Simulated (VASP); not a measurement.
# HfB2 in VASP: further runs

Aim: see how the results for HfB2 move with the level of theory and the settings. Levels: PBE, r2SCAN. Tasks: single point.

All numbers are computed with VASP 6.6.1; they aren't measurements. Logs are shortened: lines on timing, memory, paths and dates and some standing lists are left out, and cuts for length are marked.

## 1. The cell of the first run

Symmetry: P6/mmm, No. 191, hexagonal system. Conventional cell: a = 3.140 Å, b = 3.140 Å, c = 3.480 Å, α = 90.00°, β = 90.00°, γ = 120.00°. Hf (site symmetry 6/mmm) has 12 B at 2.51 Å and 6 Hf at 3.14 Å within 3.3 Å. Within 2.4 Å of B (site symmetry -6m2) lie 3 B at 1.81 Å.

## 2. Single point, PBE

INCAR

```
PREC = Accurate ; ENCUT = 520
EDIFF = 1E-6 ; ISMEAR = 0
SIGMA = 0.05 ; LREAL = False
LASPH = True ; NELM = 100
ALGO = Normal ; ISIF = 2
LWAVE = False ; LCHARG = True
GGA = PE ; LELF = True
LVHAR = True ; NBANDS = 15
```

KPOINTS

```
regular mesh
0
Gamma
  12 12 10
```

POSCAR

```
HfB2
1.0
    3.1400000000      0.0000000000      0.0000000000
   -1.5700000000      2.7193197679      0.0000000000
    0.0000000000      0.0000000000      3.4800000000
Hf B
1 2
Direct
    0.0000000000      0.0000000000      0.0000000000
    0.3333333333      0.6666666667      0.5000000000
    0.6666666667      0.3333333333      0.5000000000
```

Potentials or basis: VASP PAW PBE potentials, release 64 (Hf_pv, B).

On the command line:

```sh
cat potpaw_PBE.64/Hf_pv/POTCAR potpaw_PBE.64/B/POTCAR > POTCAR
mpirun -np 1 vasp_std > vasp.out
```

OUTCAR:

```text
PREC = Accurate
   ENCUT = 520
   EDIFF = 1E-6
   ISMEAR = 0
   LREAL = False
   LASPH = True
   NELM = 100
   ISIF = 2
   GGA = PE

 ion  position               nearest neighbor table
   1  0.000  0.000  0.000-   2 2.51   3 2.51   2 2.51   3 2.51   3 2.51   3 2.51   2 2.51   2 2.51
                             3 2.51   3 2.51   2 2.51   2 2.51
   2  0.333  0.667  0.500-   3 1.81   3 1.81   3 1.81   1 2.51   1 2.51   1 2.51   1 2.51   1 2.51
                             1 2.51
   3  0.667  0.333  0.500-   2 1.81   2 1.81   2 1.81   1 2.51   1 2.51   1 2.51   1 2.51   1 2.51
                             1 2.51

  LATTYP: Found a hexagonal cell.
 ALAT       =     3.1400000000
 C/A-ratio  =     1.1082802548

  Lattice vectors:

 A1 = (   3.1400000000,   0.0000000000,   0.0000000000)
 A2 = (  -1.5700000000,   2.7193197679,   0.0000000000)
 A3 = (   0.0000000000,   0.0000000000,   3.4800000000)

Analysis of symmetry for initial positions (statically):
=====================================================================
 Subroutine PRICEL returns:
 Original cell was already a primitive cell.

 Routine SETGRP: Setting up the symmetry group for a
 hexagonal supercell.

 Subroutine GETGRP returns: Found 24 space group operations
 (whereof 24 operations were pure point group operations)
 out of a pool of 24 trial point group operations.

The static configuration has the point symmetry D_6h.

Analysis of symmetry for dynamics (positions and initial velocities):
=====================================================================
 Subroutine PRICEL returns:
 Original cell was already a primitive cell.

 Routine SETGRP: Setting up the symmetry group for a
 hexagonal supercell.

 Subroutine GETGRP returns: Found 24 space group operations
 (whereof 24 operations were pure point group operations)
 out of a pool of 24 trial point group operations.

The dynamic configuration has the point symmetry D_6h.

 Subroutine INISYM returns: Found 24 space group operations
 (whereof 24 operations are pure point group operations),
 and found     1 'primitive' translations

----------------------------------------------------------------------------------------

                                     Primitive cell

  volume of cell :      29.7146

  direct lattice vectors                    reciprocal lattice vectors
     3.140000000  0.000000000  0.000000000     0.318471338  0.183869512  0.000000000
    -1.570000000  2.719319768  0.000000000     0.000000000  0.367739025  0.000000000
     0.000000000  0.000000000  3.480000000     0.000000000  0.000000000  0.287356322

  length of vectors
     3.140000000  3.140000000  3.480000000     0.367739025  0.367739025  0.287356322

  position of ions in fractional coordinates (direct lattice)
     0.000000000  0.000000000  0.000000000
     0.333333333  0.666666667  0.500000000
     0.666666667  0.333333333  0.500000000

  ion indices of the primitive-cell ions
   primitive index   ion index
                 1           1
                 2           2
                 3           3

----------------------------------------------------------------------------------------

 KPOINTS: regular mesh

Automatic generation of k-mesh.
 Grid dimensions read from file:
 generate k-points for:   12   12   10

 Generating k-lattice:

  Cartesian coordinates                     Fractional coordinates (reciprocal lattice)
     0.026539278  0.015322459  0.000000000     0.083333333  0.000000000  0.000000000
     0.000000000  0.030644919  0.000000000     0.000000000  0.083333333  0.000000000
     0.000000000  0.000000000  0.028735632     0.000000000  0.000000000  0.100000000

  Length of vectors
     0.030644919  0.030644919  0.028735632

  Shift w.r.t. Gamma in fractional coordinates (k-lattice)
     0.000000000  0.000000000  0.000000000

 Subroutine IBZKPT returns following result:
 ===========================================

 Found    114 irreducible k-points:

 Following reciprocal coordinates:
            Coordinates               Weight
  0.000000  0.000000  0.000000      1.000000
  0.083333  0.000000  0.000000      6.000000
  0.166667  0.000000  0.000000      6.000000
  0.250000  0.000000  0.000000      6.000000
  0.333333  0.000000  0.000000      6.000000
  0.416667  0.000000  0.000000      6.000000
[... 16 lines left out ...]
  0.250000  0.000000  0.100000     12.000000
  0.333333  0.000000  0.100000     12.000000
 [... further k-points ...]
   k-points           NKPTS =    114   k-points in BZ     NKDIM =    114   number of bands    NBANDS=     15
   number of dos      NEDOS =    301   number of ions     NIONS =      3
   total plane-waves  NPLWV =  16128
   dimension x,y,z NGX =    24 NGY =   24 NGZ =   28
   dimension x,y,z NGXF=    48 NGYF=   48 NGZF=   56
   ions per type =               1   2
   NGX,Y,Z   is equivalent  to a cutoff of  12.71, 12.71, 13.38 a.u.
   NGXF,Y,Z  is equivalent  to a cutoff of  25.41, 25.41, 26.75 a.u.
 SYSTEM =  unknown system
   PREC   = accura    normal or accurate (medium, high low for compatibility)
   ISTART =      0    job   : 0-new  1-cont  2-samecut
   ICHARG =      2    charge: 1-file 2-atom 10-const
   ISPIN  =      1    spin polarized calculation?
   LNONCOLLINEAR =      F non collinear calculations
   LSORBIT =      F    spin-orbit coupling
   LASPH  =      T    aspherical Exc in radial PAW
   ENCUT  =  520.0 eV  38.22 Ry    6.18 a.u.   5.84  5.84  6.47*2*pi/ulx,y,z
   NELM   =    100;   NELMIN=  2; NELMDL= -5     # of ELM steps
   EDIFF  = 0.1E-05   stopping-criterion for ELM
   LREAL  =      F    real-space projection
   EDIFFG = 0.1E-04   stopping-criterion for IOM
   NSW    =      0    number of steps for IOM
   IBRION =     -1    ionic relax: 0-MD 1-quasi-New 2-CG
   NFREE  =      0    steps in history (QN), initial steepest desc. (CG)
   ISIF   =      2    stress and relaxation
   ISYM   =      2    0-nonsym 1-usesym 2-fastsym
   POTIM  = 0.5000    time-step for ionic-motion
   TEBEG  =    0.0;   TEEND  =   0.0 temperature during run
   PSTRESS=    0.0 pullay stress
   NELECT =      16.0000    total number of electrons
   NUPDOWN=      -1.0000    fix difference up-down
   EMIN   =  10.00;   EMAX   =-10.00  energy-range for DOS
   EFERMI =   0.00;   METHOD = LEGACY
   ISMEAR =     0;   SIGMA  =   0.05  broadening in eV -4-tet -1-fermi 0-gaus
   EFERMI_NEDOS =   21; number of points for ismear=-14 and -15
   IALGO  =     38    algorithm
   IMIX   =      4    mixing-type and parameters
     AMIX     =   0.40;   BMIX     =  1.00
     AMIX_MAG =   1.60;   BMIX_MAG =  1.00
  volume/ion in A,a.u.               =       9.90        66.84
  Fermi-wavevector in a.u.,A,eV,Ry     =   1.331860  2.516850 24.134693  1.773850
  Thomas-Fermi vector in A             =   2.460838
   LORBIT       =      0    0 simple, 1 ext, 2 COOP (PROOUT), +10 PAW based schemes
   GGA     = PE    functional components
   LHFCALC =     F    Hartree Fock is set to
   AEXX    =    0.0000 exact exchange contribution
   IVDW    =     0    specifies the selected vdW correction
   LEPSILON=     F    determine dielectric tensor
   LRPA    =     F    only Hartree local field effects (RPA)
 non-spin polarized calculation
 Gauss-broadening in eV      SIGMA  =   0.05
  energy-cutoff  :      520.00
  volume of cell :       29.71
 maximum number of plane-waves:       816
 NGX is ok and might be reduce to    24
   NGX = 11   NGY = 11   NGZ = 13

 number of electron      15.9999998 magnetization

 Free energy of the ion-electron system (eV)
  ---------------------------------------------------
  ext. energy  EPLUGINS =         0.00000000
  ---------------------------------------------------
  free energy    TOTEN  =       -26.40187261 eV

  energy without entropy =      -26.40120252  energy(sigma->0) =      -26.40153756

 E-fermi :   7.8367     XC(G=0): -12.5967

 val. band max:        7.8298801065   @ k =   0.0833   0.0000   0.3000
 cond. band min:       7.8883499323   @ k =   0.0833   0.0833   0.3000
 fundamental gap:      0.0584698258
 Fermi energy:         7.8367347781

 k-point     1 :       0.0000    0.0000    0.0000
  band No.  band energies     occupation
      1     -22.9642      2.00000
      2     -22.4673      2.00000
      3     -22.4673      2.00000
      4      -6.0830      2.00000
      5       4.6668      2.00000
      6       4.7733      2.00000
      7       4.7733      2.00000
      8       4.8894      2.00000
      9      11.6965      0.00000
     10      11.6965      0.00000
     11      12.3313      0.00000
     12      12.3313      0.00000
     13      12.6625      0.00000
     14      12.6625      0.00000
     15      12.6642      0.00000

 k-point     2 :       0.0833    0.0000    0.0000
  band No.  band energies     occupation
      1     -22.9554      2.00000
      2     -22.5217      2.00000
      3     -22.4794      2.00000
      4      -5.9329      2.00000
      5       4.3464      2.00000
      6       4.7598      2.00000
      7       4.7641      2.00000
      8       4.8182      2.00000
      9      11.2172      0.00000
     10      11.5912      0.00000
     11      11.6507      0.00000
     12      11.8836      0.00000
     13      13.1502      0.00000
     14      13.4922      0.00000
     15      13.7808      0.00000
[... 365 lines left out ...]
      3     -22.5540      2.00000
      4      -4.6999      2.00000
      5       2.0429      2.00000
      6       3.7801      2.00000
      7       4.5169      2.00000
      8       5.6286      2.00000
      9       9.5930      0.00000
     10      10.4716      0.00000
     11      11.6037      0.00000
     12      12.3232      0.00000
     13      13.9545      0.00000
     14      15.1956      0.00000
     15      16.7005      0.00000

 k-point    24 :       0.3333    0.0000    0.1000
  band No.  band energies     occupation
      1     -23.0431      2.00000
      2     -22.8884      2.00000
      3     -22.5976      2.00000
      4      -3.8570      2.00000
      5       0.7360      2.00000
      6       3.7631      2.00000
      7       4.2818      2.00000
      8       5.2655      2.00000
      9       9.9082      0.00000
     10      10.7096      0.00000
     11      11.1231      0.00000
     12      12.5836      0.00000
     13      14.2803      0.00000
     14      16.0617      0.00000
     15      18.5995      0.00000

 [... further k-points ...]

------------------------ aborting loop because EDIFF is reached ----------------------------------------

  FORCE on cell =-STRESS in cart. coord.  units (eV):
  Direction    XX          YY          ZZ          XY          YZ          ZX
  --------------------------------------------------------------------------------------
  -------------------------------------------------------------------------------------
  Total        0.1657237      0.1657237      0.2090707      0.0000000      0.0000000      0.0000000
  in kB        8.9356465      8.9356465     11.2728706      0.0000000      0.0000000      0.0000000
  external PRESSURE =       9.7147212 kB  Pullay stress =       0.0000000 kB

 VOLUME and BASIS-vectors are now :
 -----------------------------------------------------------------------------
  energy-cutoff  :      520.00
  volume of cell :       29.71
      direct lattice vectors                 reciprocal lattice vectors
     3.140000000  0.000000000  0.000000000     0.318471338  0.183869512  0.000000000
    -1.570000000  2.719319768  0.000000000     0.000000000  0.367739025  0.000000000
     0.000000000  0.000000000  3.480000000     0.000000000  0.000000000  0.287356322

 POSITION                                       TOTAL-FORCE (eV/Angst)
 -----------------------------------------------------------------------------------
      0.00000      0.00000      0.00000         0.000000      0.000000      0.000000
     -0.00000      1.81288      1.74000        -0.000000      0.000000      0.000000
      1.57000      0.90644      1.74000         0.000000      0.000000      0.000000
 -----------------------------------------------------------------------------------
    total drift:                               -0.000000      0.000000      0.000000

  FREE ENERGIE OF THE ION-ELECTRON SYSTEM (eV)
  ---------------------------------------------------
  free  energy   TOTEN  =       -26.4018726106 eV

  energy  without entropy=      -26.4012025185  energy(sigma->0) =      -26.40153756
```

Wall time 46 s (1 thread of Intel Xeon 8259CL, shared host); peak memory 0.18 GiB.

Results:

| Property | Result |
| --- | --- |
| Free energy | -26.4019 eV |
| Pressure | 1.0 GPa |
| Band gap on the k mesh | zero (bands 8 and 9 overlap by 1.31 eV) |

Caveat: spin-orbit coupling is left out, which moves the levels of the heavy elements.

## 3. Single point, r2SCAN

POSCAR is that of step 2.

INCAR.step1

```
PREC = Accurate
ENCUT = 520
ISMEAR = 0
SIGMA = 0.05
LREAL = F
LASPH = T
NELM = 60
NBANDS = 15
GGA = PE
ALGO = Normal
EDIFF = 1E-4
LWAVE = T
LCHARG = F
```

INCAR.step2

```
PREC = Accurate
ENCUT = 520
EDIFF = 1E-6
ISMEAR = 0
SIGMA = 0.05
LREAL = F
LASPH = T
NELM = 60
ALGO = Normal
ISIF = 2
LWAVE = F
LCHARG = F
METAGGA = R2SCAN
LMIXTAU = T
NBANDS = 15
ISTART = 1
```

KPOINTS is that of step 2.

Potentials or basis: VASP PAW PBE potentials, release 64 (Hf_pv, B).

On the command line:

```sh
cat potpaw_PBE.64/Hf_pv/POTCAR potpaw_PBE.64/B/POTCAR > POTCAR
cp INCAR.step1 INCAR
mpirun -np 1 vasp_std > vasp.out
cp INCAR.step2 INCAR
mpirun -np 1 vasp_std > vasp.out
```

Wall time 3.3 min (1 thread of Intel Xeon 8259CL, shared host); peak memory 0.18 GiB.

It converged, with:

- Free energy: -63.0904 eV
- Pressure: -1.3 GPa
- Band gap on the k mesh: zero (bands 8 and 9 overlap by 1.45 eV)

Stress tensor (GPa, compression positive):
```
-1.46  0.00  0.00
 0.00 -1.46  0.00
 0.00  0.00 -0.88
```

Levels at points of the mesh, in eV from the Fermi level:
```
           k point  band 4  band 5  band 6  band 7  band 8  band 9  band 10  band 11  band 12  band 13
(0.00, 0.00, 0.00)  -14.87   -3.30   -3.27   -3.25   -3.25    4.04     4.04     4.75     4.75     4.91
(0.50, 0.00, 0.00)  -10.57  -10.01   -4.56   -3.89   -3.17    1.98     2.67     5.67     5.76     6.25
(0.00, 0.00, 0.50)  -12.45   -9.05   -1.47   -1.47    0.14    0.14     0.89     0.89     2.21     5.16
(0.50, 0.00, 0.50)  -11.28   -8.30   -5.45   -5.16   -3.22    3.91     4.23     6.29     7.28     7.49
```

Caveat: the PAW data sets were made with another functional, which shifts forces and pressure a little; spin-orbit coupling is left out, which moves the levels of the heavy elements.

## 4. Single point, PBE

INCAR

```
  PREC = Accurate
  ENCUT = 520
  EDIFF = 1E-6
  ISMEAR = 0
  SIGMA = 0.05
  LREAL = F
  LASPH = T
  NELM = 60
  ALGO = Normal
  ISIF = 2
  LWAVE = F
  LCHARG = F
  GGA = PE
  NBANDS = 15
```

KPOINTS is that of step 3.

Edit POSCAR of step 3 so:

```diff
@@ -8,3 +8,3 @@
 Direct
-    0.0000000000      0.0000000000      0.0000000000
+    0.0045341104      0.0081081978      0.0128881134
     0.3333333333      0.6666666667      0.5000000000
```

On the command line:

```sh
cat potpaw_PBE.64/Hf_pv/POTCAR potpaw_PBE.64/B/POTCAR > POTCAR
mpirun -np 1 vasp_std > vasp.out
```

It took 5.2 min on 1 thread of Intel Xeon 8259CL, shared host; peak memory 0.42 GiB.

Results (log left out):

```
Free energy            : -26.3828 eV
Pressure               : 1.3 GPa
Largest force          : 0.765 eV/Å
Band gap on the k mesh : zero (bands 8 and 9 overlap by 1.31 eV)
```

Forces on the atoms (eV/Å):
```
Hf  -0.021 -0.302 -0.702
B    0.010  0.153  0.351
B    0.011  0.149  0.351
```

Stress tensor (GPa, compression positive):
```
1.12 0.00 0.02
0.00 1.16 0.25
0.02 0.25 1.51
```

Levels at points of the mesh, in eV from the Fermi level:
```
           k point  band 6  band 7  band 8  band 9  band 10  band 11
(0.00, 0.00, 0.00)   -3.07   -3.07   -2.76    3.79     3.79     4.42
(0.50, 0.00, 0.00)   -4.29   -3.63   -3.02    1.93     2.60     5.40
(0.00, 0.50, 0.00)   -4.28   -3.61   -3.04    1.95     2.57     5.41
(0.50, 0.50, 0.00)   -4.29   -3.63   -3.02    1.93     2.60     5.40
(0.00, 0.00, 0.50)   -1.40   -1.40    0.15    0.16     0.86     0.87
(0.50, 0.00, 0.50)   -5.14   -4.87   -2.84    3.76     4.06     6.08
(0.00, 0.50, 0.50)   -5.14   -4.87   -2.84    3.77     4.06     6.08
(0.50, 0.50, 0.50)   -5.14   -4.87   -2.84    3.76     4.06     6.08
```

Caveat: spin-orbit coupling is left out, which moves the levels of the heavy elements.

## 5. Overview

```tsv
level	cell	gap on the mesh (eV)	pressure (GPa)
PBE	as given, atomic positions A	none	1.0
r2SCAN	as given, atomic positions A	none	-1.3
PBE	as given, atomic positions B	none	1.3
```

Alike in all rows: task single point; potentials or basis VASP PAW PBE potentials, release 64 (Hf_pv, B); no spin polarisation; k mesh 12 × 12 × 10; cutoff (eV) 520; smearing gaussian 0.05 eV.

The pressure there spans -1.3 GPa (r2SCAN) to 1.3 GPa (PBE); a positive pressure means that this level wants a larger cell, a negative one a smaller.

Caveats: spin-orbit coupling is left out, which moves the levels of the heavy elements; the PAW data sets were made with another functional, which shifts forces and pressure a little (at least some runs).

Absolute energies hang on the potentials; compare differences alone.
